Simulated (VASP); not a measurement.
# BP (I-4m2) in VASP: a series of runs, part 2 of 2

VASP 6.6.1. The steps go on from the part before.

**3. Single point, r2SCAN (strain -0.015 along x and y, +0.000 along z)**

Contents of POSCAR:

```
BP
1.0
    0.0000000000      2.2342428123      2.2682668145
    2.2342428123      0.0000000000      2.2682668145
    2.2342428123      2.2342428123      0.0000000000
B P
1 1
Direct
    0.0000000000      0.0000000000      0.0000000000
    0.7500000000      0.7500000000      0.7500000000
```

Contents of INCAR.step1:

```
SYSTEM = BP
PREC     = Accurate       ! precision mode
ENCUT    = 520            ! plane-wave cutoff, eV
ISMEAR   = 0              ! smearing method
SIGMA    = 0.05           ! smearing width, eV
LREAL    = .False.        ! projectors in reciprocal space
LASPH    = .True.         ! aspherical terms in the spheres
NELM     = 80             ! most SCF steps
NBANDS   = 11             ! bands
GGA      = PE             ! functional
ALGO     = Normal         ! electronic algorithm
EDIFF    = 1E-4           ! SCF threshold, eV
LWAVE    = .True.         ! write WAVECAR
LCHARG   = .False.        ! write CHGCAR
```

Contents of INCAR.step2:

```
SYSTEM = BP
PREC     = Accurate       ! precision mode
ENCUT    = 520            ! plane-wave cutoff, eV
EDIFF    = 1E-6           ! SCF threshold, eV
ISMEAR   = 0              ! smearing method
SIGMA    = 0.05           ! smearing width, eV
LREAL    = .False.        ! projectors in reciprocal space
LASPH    = .True.         ! aspherical terms in the spheres
NELM     = 80             ! most SCF steps
ALGO     = Normal         ! electronic algorithm
ISIF     = 2              ! what is computed and relaxed
LWAVE    = .False.        ! write WAVECAR
LCHARG   = .False.        ! write CHGCAR
METAGGA  = R2SCAN         ! meta-GGA
LMIXTAU  = .True.       
NBANDS   = 11             ! bands
ISTART   = 1
```

Contents of KPOINTS:

```
Automatic mesh
0
Gamma
  10 10 10
  0 0 0
```

Potentials or basis: VASP PAW PBE potentials, release 64 (B, P).

Launch:

```console
> cat potpaw_PBE.64/B/POTCAR potpaw_PBE.64/P/POTCAR > POTCAR
> cp INCAR.step1 INCAR
> mpirun -np 1 vasp_std > vasp.out
> cp INCAR.step2 INCAR
> mpirun -np 1 vasp_std > vasp.out
```

OUTCAR:

```text
SYSTEM = BP
   PREC = Accurate
   ENCUT = 520
   EDIFF = 1E-6
   ISMEAR = 0
   LREAL = .False.
   LASPH = .True.
   NELM = 80
   ISIF = 2
   METAGGA = R2SCAN
   ISTART = 1

 ion  position               nearest neighbor table
   1  0.000  0.000  0.000-   2 1.94   2 1.94   2 1.94   2 1.94
   2  0.750  0.750  0.750-   1 1.94   1 1.94   1 1.94   1 1.94

  LATTYP: Found a body centered tetragonal cell.
 ALAT       =     3.1596964868
 C/A-ratio  =     1.4357498095

  Lattice vectors:

 A1 = (  -2.2342428123,   0.0000000000,   2.2682668145)
 A2 = (   2.2342428123,   0.0000000000,   2.2682668145)
 A3 = (   0.0000000000,   2.2342428123,  -2.2682668145)

Analysis of symmetry for initial positions (statically):
=====================================================================
 Subroutine PRICEL returns:
 Original cell was already a primitive cell.

 Routine SETGRP: Setting up the symmetry group for a
 body centered tetragonal supercell.

 Subroutine GETGRP returns: Found  8 space group operations
 (whereof  8 operations were pure point group operations)
 out of a pool of 16 trial point group operations.

The static configuration has the point symmetry D_2d.

Analysis of symmetry for dynamics (positions and initial velocities):
=====================================================================
 Subroutine PRICEL returns:
 Original cell was already a primitive cell.

 Routine SETGRP: Setting up the symmetry group for a
 body centered tetragonal supercell.

 Subroutine GETGRP returns: Found  8 space group operations
 (whereof  8 operations were pure point group operations)
 out of a pool of 16 trial point group operations.

The dynamic configuration has the point symmetry D_2d.

 Subroutine INISYM returns: Found  8 space group operations
 (whereof  8 operations are pure point group operations),
 and found     1 'primitive' translations

----------------------------------------------------------------------------------------

                                     Primitive cell

  volume of cell :      22.6457

  direct lattice vectors                    reciprocal lattice vectors
     0.000000000  2.234242812  2.268266815    -0.223789463  0.223789463  0.220432621
     2.234242812  0.000000000  2.268266815     0.223789463 -0.223789463  0.220432621
     2.234242812  2.234242812  0.000000000     0.223789463  0.223789463 -0.220432621

  length of vectors
     3.183845990  3.183845990  3.159696487     0.385686386  0.385686386  0.385686386

  position of ions in fractional coordinates (direct lattice)
     0.000000000  0.000000000  0.000000000
     0.750000000  0.750000000  0.750000000

  ion indices of the primitive-cell ions
   primitive index   ion index
                 1           1
                 2           2

----------------------------------------------------------------------------------------

 KPOINTS: Automatic mesh

Automatic generation of k-mesh.
 Grid dimensions read from file:
 generate k-points for:   10   10   10

 Generating k-lattice:

  Cartesian coordinates                     Fractional coordinates (reciprocal lattice)
    -0.022378946  0.022378946  0.022043262     0.100000000  0.000000000  0.000000000
     0.022378946 -0.022378946  0.022043262     0.000000000  0.100000000  0.000000000
[... 38 lines left out ...]
  0.400000  0.300000  0.000000      8.000000
 [... further k-points ...]
   k-points           NKPTS =    102   k-points in BZ     NKDIM =    102   number of bands    NBANDS=     11
   number of dos      NEDOS =    301   number of ions     NIONS =      2
   total plane-waves  NPLWV =  13824
   dimension x,y,z NGX =    24 NGY =   24 NGZ =   24
   dimension x,y,z NGXF=    48 NGYF=   48 NGZF=   48
   ions per type =               1   1
   NGX,Y,Z   is equivalent  to a cutoff of  12.53, 12.53, 12.63 a.u.
   NGXF,Y,Z  is equivalent  to a cutoff of  25.06, 25.06, 25.25 a.u.
 SYSTEM =  BP
   PREC   = accura    normal or accurate (medium, high low for compatibility)
   ISTART =      1    job   : 0-new  1-cont  2-samecut
   ICHARG =      0    charge: 1-file 2-atom 10-const
   ISPIN  =      1    spin polarized calculation?
   LNONCOLLINEAR =      F non collinear calculations
   LSORBIT =      F    spin-orbit coupling
   LASPH  =      T    aspherical Exc in radial PAW
   ENCUT  =  520.0 eV  38.22 Ry    6.18 a.u.   5.92  5.92  5.87*2*pi/ulx,y,z
   NELM   =     80;   NELMIN=  2; NELMDL=  0     # of ELM steps
   EDIFF  = 0.1E-05   stopping-criterion for ELM
   LREAL  =      F    real-space projection
   EDIFFG = 0.1E-04   stopping-criterion for IOM
   NSW    =      0    number of steps for IOM
   IBRION =     -1    ionic relax: 0-MD 1-quasi-New 2-CG
   NFREE  =      0    steps in history (QN), initial steepest desc. (CG)
   ISIF   =      2    stress and relaxation
   ISYM   =      2    0-nonsym 1-usesym 2-fastsym
   POTIM  = 0.5000    time-step for ionic-motion
   TEBEG  =    0.0;   TEEND  =   0.0 temperature during run
   PSTRESS=    0.0 pullay stress
   NELECT =       8.0000    total number of electrons
   NUPDOWN=      -1.0000    fix difference up-down
   EMIN   =  10.00;   EMAX   =-10.00  energy-range for DOS
   EFERMI =   0.00;   METHOD = LEGACY
   ISMEAR =     0;   SIGMA  =   0.05  broadening in eV -4-tet -1-fermi 0-gaus
   EFERMI_NEDOS =   21; number of points for ismear=-14 and -15
   IALGO  =     38    algorithm
   IMIX   =      4    mixing-type and parameters
     AMIX     =   0.40;   BMIX     =  1.00
     AMIX_MAG =   1.60;   BMIX_MAG =  1.00
  volume/ion in A,a.u.               =      11.32        76.41
  Fermi-wavevector in a.u.,A,eV,Ry     =   1.157293  2.186966 18.222641  1.339326
  Thomas-Fermi vector in A             =   2.293905
   LORBIT       =      0    0 simple, 1 ext, 2 COOP (PROOUT), +10 PAW based schemes
   METAGGA = R2SCAN    functional components
   LHFCALC =     F    Hartree Fock is set to
   AEXX    =    0.0000 exact exchange contribution
   IVDW    =     0    specifies the selected vdW correction
   LEPSILON=     F    determine dielectric tensor
   LRPA    =     F    only Hartree local field effects (RPA)
 non-spin polarized calculation
 Gauss-broadening in eV      SIGMA  =   0.05
  energy-cutoff  :      520.00
  volume of cell :       22.65
 maximum number of plane-waves:       636
   NGX = 11   NGY = 11   NGZ = 11

 number of electron       8.0000001 magnetization

 Free energy of the ion-electron system (eV)
  ---------------------------------------------------
  ext. energy  EPLUGINS =         0.00000000
  ---------------------------------------------------
  free energy    TOTEN  =       -17.29841734 eV

  energy without entropy =      -17.29841734  energy(sigma->0) =      -17.29841734

 E-fermi :   8.0974     XC(G=0): -11.6430

 val. band max:        7.8194541628   @ k =   0.0000   0.0000   0.0000
 cond. band min:       9.1020227261   @ k =   0.4000   0.0000   0.4000
 fundamental gap:      1.2825685632
 Fermi energy:         8.0973628322

 k-point     1 :       0.0000    0.0000    0.0000
  band No.  band energies     occupation
      1      -8.7856      2.00000
      2       7.6565      2.00000
      3       7.8195      2.00000
      4       7.8195      2.00000
      5      11.4252      0.00000
      6      11.4252      0.00000
      7      11.5169      0.00000
      8      16.2766      0.00000
      9      20.2768      0.00000
     10      20.4163      0.00000
     11      20.7147      0.00000
[... 309 lines left out ...]
 k-point    24 :       0.4000    0.3000    0.0000
  band No.  band energies     occupation
      1      -5.6603      2.00000
      2       1.0835      2.00000
      3       3.4332      2.00000
      4       4.0555      2.00000
      5       9.9180      0.00000
      6      11.8102      0.00000
      7      18.1445      0.00000
      8      18.1453      0.00000
      9      23.0690      0.00000
     10      24.0485      0.00000
     11      26.2826      0.00000

 [... further k-points ...]

------------------------ aborting loop because EDIFF is reached ----------------------------------------

  FORCE on cell =-STRESS in cart. coord.  units (eV):
  Direction    XX          YY          ZZ          XY          YZ          ZX
  --------------------------------------------------------------------------------------
  -------------------------------------------------------------------------------------
  Total        0.9048870      0.9048870      0.2574355      0.0000000      0.0000000      0.0000000
  in kB       64.0206443     64.0206443     18.2135290      0.0000000      0.0000000      0.0000000
  external PRESSURE =      48.7516059 kB  Pullay stress =       0.0000000 kB

 VOLUME and BASIS-vectors are now :
 -----------------------------------------------------------------------------
  energy-cutoff  :      520.00
  volume of cell :       22.65
      direct lattice vectors                 reciprocal lattice vectors
     0.000000000  2.234242812  2.268266815    -0.223789463  0.223789463  0.220432621
     2.234242812  0.000000000  2.268266815     0.223789463 -0.223789463  0.220432621
     2.234242812  2.234242812  0.000000000     0.223789463  0.223789463 -0.220432621

 POSITION                                       TOTAL-FORCE (eV/Angst)
 -----------------------------------------------------------------------------------
      0.00000      0.00000      0.00000         0.000000      0.000000      0.000000
      3.35136      3.35136      3.40240        -0.000000     -0.000000     -0.000000
 -----------------------------------------------------------------------------------
    total drift:                               -0.000000     -0.000000     -0.000000

  FREE ENERGIE OF THE ION-ELECTRON SYSTEM (eV)
  ---------------------------------------------------
  free  energy   TOTEN  =       -17.2984173387 eV

  energy  without entropy=      -17.2984173387  energy(sigma->0) =      -17.29841734
```

Run time: 31 s. Hardware: 1 thread of Intel Xeon 6975P-C (Granite Rapids), shared host; peak memory 0.15 GiB.

What came out:

```
Free energy            : -17.2984 eV
Pressure               : 4.9 GPa
Band gap on the k mesh : 1.28 eV (least direct gap 3.61 eV)
```

Caveat: the cell differs from its parent crystal (strain -0.015 along x and y, +0.000 along z); the cell stands under pressure; the PAW data sets were made with another functional, which shifts forces and pressure a little. A k mesh can miss the band edges.

**4. Single point, r2SCAN (strain +0.000 along x and y, -0.015 along z)**

Contents of POSCAR:

```
BP
1.0
    0.0000000000      2.2682668145      2.2342428123
    2.2682668145      0.0000000000      2.2342428123
    2.2682668145      2.2682668145      0.0000000000
B P
1 1
Direct
    0.0000000000      0.0000000000      0.0000000000
    0.7500000000      0.7500000000      0.7500000000
```

Contents of INCAR.step1:

```
PREC = Accurate
ENCUT = 520
ISMEAR = 0
SIGMA = 0.05
LREAL = F
LASPH = T
NELM = 100
NBANDS = 11
GGA = PE
ALGO = Normal
EDIFF = 1E-4
LWAVE = T
LCHARG = F
```

Contents of INCAR.step2:

```
PREC = Accurate
ENCUT = 520
EDIFF = 1E-6
ISMEAR = 0
SIGMA = 0.05
LREAL = F
LASPH = T
NELM = 100
ALGO = Normal
ISIF = 2
LWAVE = F
LCHARG = T
METAGGA = R2SCAN
LMIXTAU = T
LELF = T
LVHAR = T
NBANDS = 11
ISTART = 1
```

Contents of KPOINTS:

```
regular mesh
0
Gamma
  10 10 10
```

Launch:

```console
> cat potpaw_PBE.64/B/POTCAR potpaw_PBE.64/P/POTCAR > POTCAR
> cp INCAR.step1 INCAR
> mpirun -np 1 vasp_std > vasp.out
> cp INCAR.step2 INCAR
> mpirun -np 1 vasp_std > vasp.out
```

It took 35 s on 1 thread of Intel Xeon 6975P-C (Granite Rapids), shared host; peak memory 0.15 GiB.

The run converged. Its results:

| Item | Value |
| --- | --- |
| Free energy | -17.3062 eV |
| Pressure | 2.1 GPa |
| Band gap on the k mesh | 1.18 eV (least direct gap 3.50 eV) |

Stress tensor (GPa, compression positive):
```
0.66 0.00 0.00
0.00 0.66 0.00
0.00 0.00 5.00
```

Levels at points of the mesh, in eV from the valence-band top:
| k point | band 1 | band 2 | band 3 | band 4 | band 5 | band 6 | band 7 | band 8 | band 9 |
| --- | --- | --- | --- | --- | --- | --- | --- | --- | --- |
| (0.00, 0.00, 0.00) | -16.51 | -0.16 | -0.16 | 0.00 | 3.50 | 3.59 | 3.59 | 8.16 | 12.38 |
| (0.50, 0.00, 0.00) | -12.96 | -9.72 | -2.09 | -1.89 | 4.10 | 4.86 | 5.06 | 10.88 | 15.34 |
| (0.50, 0.50, 0.00) | -11.16 | -9.22 | -4.62 | -4.62 | 1.29 | 1.64 | 13.11 | 13.11 | 16.62 |
| (0.50, 0.00, 0.50) | -11.32 | -9.37 | -4.47 | -4.44 | 1.46 | 1.87 | 12.94 | 13.29 | 16.39 |

Caveat: the cell differs from its parent crystal (strain +0.000 along x and y, -0.015 along z); the PAW data sets were made with another functional, which shifts forces and pressure a little.

**5. Overview**

| cell | gap on the mesh (eV) | pressure (GPa) |
| --- | --- | --- |
| a = 3.160, b = 3.160, c = 3.208 Å, angles 59.5, 59.5, 61.0°, 2 atoms | 0.92 | 4.9 |
| a = 3.184, b = 3.184, c = 3.160 Å, angles 60.3, 60.3, 59.5°, 2 atoms | 1.28 | 4.9 |
| a = 3.184, b = 3.184, c = 3.208 Å, angles 59.8, 59.8, 60.5°, 2 atoms | 1.18 | 2.1 |

Alike in all rows: task single point; level r2SCAN; potentials or basis VASP PAW PBE potentials, release 64 (B, P); no spin polarisation; k mesh 10 × 10 × 10; cutoff (eV) 520; smearing gaussian 0.05 eV.

Caveats: the PAW data sets were made with another functional, which shifts forces and pressure a little; the cell stands under pressure (at least some runs).

Absolute energies hang on the potentials; compare differences alone.
